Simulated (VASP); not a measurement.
# CoO (Fm-3m) in VASP: notebook

The runs below take CoO through single point, relaxation of cell and atoms, with revPBE, PBEsol+D4, PBE+D4, PBEsol+D3(BJ).

Everything below comes from runs of VASP 6.6.1. Logs are shortened: lines on timing, memory, paths and dates and some standing lists are left out, and cuts for length are marked.

### 1 The cell of the first run

Symmetry: Fm-3m, No. 225, cubic system. Conventional cell: a = 4.176 Å, b = 4.176 Å, c = 4.176 Å, α = 90.00°, β = 90.00°, γ = 90.00°. Co (site symmetry m-3m) has 6 O at 2.09 Å within 2.8 Å. Within 2.8 Å of O (site symmetry m-3m) lie 6 Co at 2.09 Å.

### 2 Single point, revPBE, collinear spin, ferromagnetic start

The input, INCAR:

```
SYSTEM = CoO
PREC = Accurate
ENCUT = 600
EDIFF = 1E-6
ISMEAR = -1
SIGMA = 0.05
LREAL = .FALSE.
LASPH = .TRUE.
NELM = 200
ALGO = Normal
ISIF = 2
LWAVE = .FALSE.
LCHARG = .FALSE.
ISPIN = 2
MAGMOM = 2 0
LORBIT = 11
LMAXMIX = 4
GGA = RE
NBANDS = 22
GGA_COMPAT = .FALSE.
```

The input, KPOINTS:

```
regular mesh
0
G
  11 11 11
  0 0 0
```

The input, POSCAR:

```
CoO
1.0
    0.0000000000      2.0879877907      2.0879877907
    2.0879877907      0.0000000000      2.0879877907
    2.0879877907      2.0879877907      0.0000000000
Co O
1 1
Direct
    0.0000000000      0.0000000000      0.0000000000
    0.5000000000      0.5000000000      0.5000000000
```

Potentials or basis: VASP PAW PBE potentials, release 64 (Co_sv, O).

On the command line:

```
$ cat potpaw_PBE.64/Co_sv/POTCAR potpaw_PBE.64/O/POTCAR > POTCAR
$ mpirun -np 1 vasp_std > vasp.out
```

OUTCAR:

```text
SYSTEM = CoO
   PREC = Accurate
   ENCUT = 600
   EDIFF = 1E-6
   ISMEAR = -1
   LREAL = .FALSE.
   LASPH = .TRUE.
   NELM = 200
   ISIF = 2
   ISPIN = 2
   LORBIT = 11
   GGA = RE

 ion  position               nearest neighbor table
   1  0.000  0.000  0.000-   2 2.09   2 2.09   2 2.09   2 2.09   2 2.09   2 2.09
   2  0.500  0.500  0.500-   1 2.09   1 2.09   1 2.09   1 2.09   1 2.09   1 2.09

  LATTYP: Found a face centered cubic cell.
 ALAT       =     4.1759755814

  Lattice vectors:

 A1 = (   0.0000000000,   2.0879877907,   2.0879877907)
 A2 = (   2.0879877907,   0.0000000000,   2.0879877907)
 A3 = (   2.0879877907,   2.0879877907,   0.0000000000)

Analysis of symmetry for initial positions (statically):
[... 25 lines left out ...]
The dynamic configuration has the point symmetry O_h .

Analysis of structural, dynamic, and magnetic symmetry:
=====================================================================
 Subroutine PRICEL returns:
[... 7 lines left out ...]
 out of a pool of 48 trial point group operations.

The overall configuration has the point symmetry O_h .

 Subroutine INISYM returns: Found 48 space group operations
[... 5 lines left out ...]
                                     Primitive cell

  volume of cell :      18.2060

  direct lattice vectors                    reciprocal lattice vectors
     0.000000000  2.087987791  2.087987791    -0.239465002  0.239465002  0.239465002
     2.087987791  0.000000000  2.087987791     0.239465002 -0.239465002  0.239465002
     2.087987791  2.087987791  0.000000000     0.239465002  0.239465002 -0.239465002

  length of vectors
     2.952860652  2.952860652  2.952860652     0.414765550  0.414765550  0.414765550

  position of ions in fractional coordinates (direct lattice)
     0.000000000  0.000000000  0.000000000
     0.500000000  0.500000000  0.500000000

  ion indices of the primitive-cell ions
   primitive index   ion index
                 1           1
                 2           2

----------------------------------------------------------------------------------------

 KPOINTS: regular mesh

Automatic generation of k-mesh.
 Grid dimensions read from file:
 generate k-points for:   11   11   11

 Generating k-lattice:

  Cartesian coordinates                     Fractional coordinates (reciprocal lattice)
    -0.021769546  0.021769546  0.021769546     0.090909091  0.000000000  0.000000000
     0.021769546 -0.021769546  0.021769546     0.000000000  0.090909091  0.000000000
     0.021769546  0.021769546 -0.021769546     0.000000000  0.000000000  0.090909091

  Length of vectors
     0.037705959  0.037705959  0.037705959

[... 67 lines left out ...]
   EFERMI =   0.00;   METHOD = LEGACY
   ISMEAR =    -1;   SIGMA  =   0.05  broadening in eV -4-tet -1-fermi 0-gaus
   EFERMI_NEDOS =   21; number of points for ismear=-14 and -15
   IALGO  =     38    algorithm
   IMIX   =      4    mixing-type and parameters
     AMIX     =   0.40;   BMIX     =  1.00
     AMIX_MAG =   1.60;   BMIX_MAG =  1.00
  volume/ion in A,a.u.               =       9.10        61.43
  Fermi-wavevector in a.u.,A,eV,Ry     =   1.769754  3.344350 42.613829  3.132028
  Thomas-Fermi vector in A             =   2.836680
   LORBIT       =     11    0 simple, 1 ext, 2 COOP (PROOUT), +10 PAW based schemes
   GGA     = RE    functional components
   LHFCALC =     F    Hartree Fock is set to
   AEXX    =    0.0000 exact exchange contribution
   IVDW    =     0    specifies the selected vdW correction
   LEPSILON=     F    determine dielectric tensor
   LRPA    =     F    only Hartree local field effects (RPA)
 spin polarized calculation
  energy-cutoff  :      600.00
  volume of cell :       18.21
 maximum number of plane-waves:       620
   NGX = 11   NGY = 11   NGZ = 11

 number of electron      23.0000019 magnetization       2.7944565

 Free energy of the ion-electron system (eV)
  ---------------------------------------------------
  ext. energy  EPLUGINS =         0.00000000
  ---------------------------------------------------
  free energy    TOTEN  =       -12.35483487 eV

  energy without entropy =      -12.32143581  energy(sigma->0) =      -12.33813534

 E-fermi :   9.9554     XC(G=0): -12.9128

 val. band max:        9.9469681217   @ k =  -0.2727   0.1818   0.0000
 cond. band min:       9.9635111762   @ k =   0.3636   0.1818   0.0000
 fundamental gap:      0.0165430545
 Fermi energy:         9.9553825132

 spin component 1

 k-point     1 :       0.0000    0.0000    0.0000
  band No.  band energies     occupation
      1     -87.0087      1.00000
      2     -50.2076      1.00000
      3     -50.2076      1.00000
      4     -50.2076      1.00000
      5     -10.9109      1.00000
      6       6.5231      1.00000
[... 589 lines left out ...]
     21      38.6338      0.00000
     22      40.3620      0.00000

 [... further k-points ...]

 spin component 2

 k-point     1 :       0.0000    0.0000    0.0000
  band No.  band energies     occupation
      1     -84.0410      1.00000
      2     -47.2992      1.00000
      3     -47.2991      1.00000
      4     -47.2991      1.00000
      5     -10.4581      1.00000
      6       7.0352      1.00000
[... 589 lines left out ...]
     21      39.2351      0.00000
     22      40.9312      0.00000

 [... further k-points ...]
[... 5 lines left out ...]
  --------------------------------------------------------------------------------------
  -------------------------------------------------------------------------------------
  Total        1.3086251      1.3086251      1.3086251      0.0000000     -0.0000000      0.0000000
  in kB      115.1627378    115.1627378    115.1627378      0.0000000     -0.0000000      0.0000000
  external PRESSURE =     115.1627378 kB  Pullay stress =       0.0000000 kB

 VOLUME and BASIS-vectors are now :
 -----------------------------------------------------------------------------
  energy-cutoff  :      600.00
  volume of cell :       18.21
      direct lattice vectors                 reciprocal lattice vectors
     0.000000000  2.087987791  2.087987791    -0.239465002  0.239465002  0.239465002
     2.087987791  0.000000000  2.087987791     0.239465002 -0.239465002  0.239465002
     2.087987791  2.087987791  0.000000000     0.239465002  0.239465002 -0.239465002

 POSITION                                       TOTAL-FORCE (eV/Angst)
 -----------------------------------------------------------------------------------
      0.00000      0.00000      0.00000         0.000000     -0.000000      0.000000
      2.08799      2.08799      2.08799        -0.000000      0.000000     -0.000000
 -----------------------------------------------------------------------------------
    total drift:                                0.000000     -0.000000     -0.000000

  FREE ENERGIE OF THE ION-ELECTRON SYSTEM (eV)
  ---------------------------------------------------
  free  energy   TOTEN  =       -12.3548348705 eV

  energy  without entropy=      -12.3214358131  energy(sigma->0) =      -12.33813534

 total charge

# of ion       s       p       d       tot
------------------------------------------
    1        2.147   6.073   6.691  14.910
    2        1.557   3.463   0.000   5.020
--------------------------------------------------
tot          3.704   9.536   6.691  19.930

 magnetization (x)

# of ion       s       p       d       tot
------------------------------------------
    1        0.014   0.011   2.411   2.435
    2        0.030   0.236   0.000   0.266
--------------------------------------------------
tot          0.044   0.247   2.411   2.701
```

OSZICAR:

```text
N       E                     dE             d eps       ncg     rms          rms(c)
DAV:   1     0.236756317604E+03    0.23676E+03   -0.13670E+04  6542   0.266E+03
DAV:   2    -0.486085901651E+01   -0.24162E+03   -0.23038E+03  7308   0.672E+02
DAV:   3    -0.146441893663E+02   -0.97833E+01   -0.96518E+01  6906   0.113E+02
DAV:   4    -0.147294734933E+02   -0.85284E-01   -0.85265E-01  5832   0.911E+00
DAV:   5    -0.147325596181E+02   -0.30861E-02   -0.30861E-02  6978   0.186E+00    0.181E+01
DAV:   6    -0.132586931957E+02    0.14739E+01   -0.17343E+01  8066   0.815E+01    0.254E+01
DAV:   7    -0.123666257604E+02    0.89207E+00   -0.49786E+00  7116   0.539E+01    0.865E+00
DAV:   8    -0.123546148024E+02    0.12011E-01   -0.22848E-01  7540   0.588E+00    0.570E+00
DAV:   9    -0.123585175519E+02   -0.39027E-02   -0.74496E-02  8820   0.414E+00    0.210E+00
DAV:  10    -0.123556041189E+02    0.29134E-02   -0.19393E-02  7636   0.281E+00    0.646E-01
DAV:  11    -0.123547581158E+02    0.84600E-03   -0.67943E-03  8592   0.131E+00    0.911E-02
DAV:  12    -0.123548363306E+02   -0.78215E-04   -0.55184E-04  6632   0.265E-01    0.843E-02
DAV:  13    -0.123548392805E+02   -0.29499E-05   -0.56923E-05  7344   0.118E-01    0.283E-02
DAV:  14    -0.123548343000E+02    0.49805E-05   -0.13892E-05  8034   0.445E-02    0.147E-02
DAV:  15    -0.123548348705E+02   -0.57044E-06   -0.21739E-06  5914   0.184E-02
   1 F= -.12354835E+02 E0= -.12338135E+02  d E =-.333991E-01  mag=     2.7948
```

stdout:

```text
POSCAR found type information on POSCAR CoO
 POSCAR found :  2 types and       2 ions
 scaLAPACK will be used
 -----------------------------------------------------------------------------
|                                                                             |
|                                                                             |
|     You enforced a specific xc type in the INCAR file but a different       |
|     I HOPE YOU KNOW WHAT YOU ARE DOING!                                     |
|                                                                             |
 -----------------------------------------------------------------------------

 LDA part: xc-table for (Slater+PW92), standard interpolation
 POSCAR, INCAR and KPOINTS ok, starting setup
 FFT: planning ... GRIDC
 FFT: planning ... GRID_SOFT
 FFT: planning ... GRID
 WAVECAR not read
 entering main loop
```

It took 38 s on 1 thread of Intel Xeon Platinum 8375C at 2.90GHz (Ice Lake), shared host; peak memory 0.17 GiB.

Results:

- Free energy: -12.3548 eV
- Pressure: 11.5 GPa
- Net moment: 2.79 μB per cell
- Site moments: Co +2.44; O +0.27 μB
- Valence electrons inside the program's atomic spheres: Co 14.91; O 5.02

Caveat: the PAW data sets were made with another functional, which shifts forces and pressure a little; a cell with one magnetic atom can't hold antiferromagnetic order, which such compounds often take; semilocal functionals often make such compounds metallic where correlation or magnetic order opens a gap, which also shifts bond lengths.

### 3 Single point, PBEsol+D4, collinear spin, ferromagnetic start

This run uses another cell than the first one, of 8.97 Å³/atom, 0.986 times its volume.

The input, INCAR:

```
PREC = Accurate
ENCUT = 520
EDIFF = 1E-6
ISMEAR = -1
SIGMA = 0.05
LREAL = F
LASPH = T
NELM = 150
ALGO = Normal
ISIF = 2
LWAVE = F
LCHARG = T
ISPIN = 2
MAGMOM = 2 0
LORBIT = 11
LMAXMIX = 4
GGA = PS
IVDW = 13
LELF = T
LVHAR = T
NBANDS = 18
```

The input, KPOINTS:

```
Automatic mesh
0
Gamma
  11 11 11
```

The input, POSCAR:

```
CoO
1.0
    0.0000000000      2.0778808729      2.0778808729
    2.0778808729      0.0000000000      2.0778808729
    2.0778808729      2.0778808729      0.0000000000
Co O
1 1
Direct
    0.0000000000      0.0000000000      0.0000000000
    0.5000000000      0.5000000000      0.5000000000
```

Potentials or basis: VASP PAW PBE potentials, release 64 (Co, O).

On the command line:

```
$ cat potpaw_PBE.64/Co/POTCAR potpaw_PBE.64/O/POTCAR > POTCAR
$ mpirun -np 1 vasp_std > vasp.out
```

OUTCAR:

```text
PREC = Accurate
   ENCUT = 520
   EDIFF = 1E-6
   ISMEAR = -1
   LREAL = F
   LASPH = T
   NELM = 150
   ISIF = 2
   ISPIN = 2
   LORBIT = 11
   GGA = PS
   IVDW = 13

 ion  position               nearest neighbor table
   1  0.000  0.000  0.000-   2 2.08   2 2.08   2 2.08   2 2.08   2 2.08   2 2.08
   2  0.500  0.500  0.500-   1 2.08   1 2.08   1 2.08   1 2.08   1 2.08   1 2.08

  LATTYP: Found a face centered cubic cell.
 ALAT       =     4.1557617458
[... 1229 lines left out ...]
  in kB      -8.61674    -8.61674    -8.61674     0.00000     0.00000    -0.00000
  external pressure =       -8.62 kB  Pullay stress =        0.00 kB

 VOLUME and BASIS-vectors are now :
 -----------------------------------------------------------------------------
  energy-cutoff  :      520.00
  volume of cell :       17.94
      direct lattice vectors                 reciprocal lattice vectors
     0.000000000  2.077880873  2.077880873    -0.240629772  0.240629772  0.240629772
     2.077880873  0.000000000  2.077880873     0.240629772 -0.240629772  0.240629772
     2.077880873  2.077880873  0.000000000     0.240629772  0.240629772 -0.240629772

 POSITION                                       TOTAL-FORCE (eV/Angst)
 -----------------------------------------------------------------------------------
      0.00000      0.00000      0.00000         0.000000      0.000000      0.000000
      2.07788      2.07788      2.07788        -0.000000     -0.000000      0.000000
 -----------------------------------------------------------------------------------
    total drift:                                0.000000     -0.000000     -0.000000

  FREE ENERGIE OF THE ION-ELECTRON SYSTEM (eV)
  ---------------------------------------------------
  free  energy   TOTEN  =       -14.3360449683 eV

  energy  without entropy=      -14.3019712623  energy(sigma->0) =      -14.31900812

 total charge

# of ion       s       p       d       tot
------------------------------------------
    1        0.318   0.412   7.216   7.947
    2        1.552   3.430   0.000   4.982
--------------------------------------------------
tot          1.870   3.842   7.216  12.929

 magnetization (x)

# of ion       s       p       d       tot
------------------------------------------
    1        0.021   0.019   2.361   2.401
    2        0.031   0.238   0.000   0.269
--------------------------------------------------
tot          0.052   0.257   2.361   2.671
```

stdout:

```text
POSCAR found type information on POSCAR CoO
 POSCAR found :  2 types and       2 ions
 scaLAPACK will be used
 -----------------------------------------------------------------------------
|                                                                             |
|                                                                             |
|     You enforced a specific xc type in the INCAR file but a different       |
|     I HOPE YOU KNOW WHAT YOU ARE DOING!                                     |
|                                                                             |
 -----------------------------------------------------------------------------

 LDA part: xc-table for (Slater+PW92), standard interpolation
 POSCAR, INCAR and KPOINTS ok, starting setup
 FFT: planning ... GRIDC
 FFT: planning ... GRID_SOFT
 FFT: planning ... GRID
 WAVECAR not read
 entering main loop
```

Wall time 23 s (1 thread of Intel Xeon 6975P-C (Granite Rapids), shared host); peak memory 0.16 GiB.

What came out:

- Free energy: -14.3360 eV
- Pressure: -0.9 GPa
- Net moment: 2.72 μB per cell
- Site moments: Co +2.40; O +0.27 μB
- Valence electrons inside the program's atomic spheres: Co 7.95; O 4.98
- Dispersion energy per atom: -0.166 eV

Levels at points of the mesh, in eV from the Fermi level:
Spin up:
```csv
k point,band 7,band 8,band 9,band 10,band 11,band 12
"(0.00, 0.00, 0.00)",-3.17,-3.17,-3.17,1.26,16.79,18.52
```
Spin down:
| k point | band 3 | band 4 | band 5 | band 6 | band 7 | band 8 | band 9 | band 10 |
| --- | --- | --- | --- | --- | --- | --- | --- | --- |
| (0.00, 0.00, 0.00) | -3.03 | -3.03 | -1.28 | -1.28 | -1.28 | -0.27 | -0.27 | 1.77 |

Caveat: the PAW data sets were made with another functional, which shifts forces and pressure a little; a cell with one magnetic atom can't hold antiferromagnetic order, which such compounds often take; semilocal functionals often make such compounds metallic where correlation or magnetic order opens a gap, which also shifts bond lengths; pairwise dispersion overbinds metals, which lowers pressure and volume. With open d or f shells a metallic result of PBEsol can be an artefact of self-interaction; +U or a hybrid may open a gap.

(Part 1 of 2 ends here.)
